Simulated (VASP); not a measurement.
GaSb, 2 atoms in the cell. It takes space group Immm (No. 71, orthorhombic). The conventional cell has a = 3.112 Å, b = 5.350 Å, c = 5.787 Å, α = 90.00°, β = 90.00°, γ = 90.00°. Ga (site symmetry mmm) has 6 Sb at 2.89 to 3.09 Å and 2 Ga at 3.11 Å within 3.8 Å. Sb (site symmetry mmm) has 6 Ga at 2.89 to 3.09 Å and 2 Sb at 3.11 Å within 3.8 Å. 

- Program: VASP 6.6.1
- Task: single point
- Functional: r2SCAN
- Potentials or basis: VASP PAW PBE potentials, release 64 (Ga_d, Sb)
- Cutoff: 520 eV
- k mesh: 6 × 6 × 6
- Occupations: fermi-dirac, width 0.1 eV
- Spin: no spin polarisation
- Dipole correction: no
- Further INCAR settings: ALGO = Normal; EDIFF = 1e-06; NBANDS = 16

Potentials or basis: VASP PAW PBE potentials, release 64 (Ga_d, Sb).

Command:

```sh
$ cat potpaw_PBE.64/Ga_d/POTCAR potpaw_PBE.64/Sb/POTCAR > POTCAR
$ cp INCAR.step1 INCAR
$ mpirun -np 1 vasp_std > vasp.out
$ cp INCAR.step2 INCAR
$ mpirun -np 1 vasp_std > vasp.out
```

Hardware: 1 thread of Intel(R) Xeon(R) 6975P-C (Granite Rapids), on a shared host.

Question: Estimate the wall time of this run.

Answer: Run time: 52 s on 1 thread of Intel(R) Xeon(R) 6975P-C (Granite Rapids) (shared host), peak memory 0.21 GiB. Counts: k points 46.
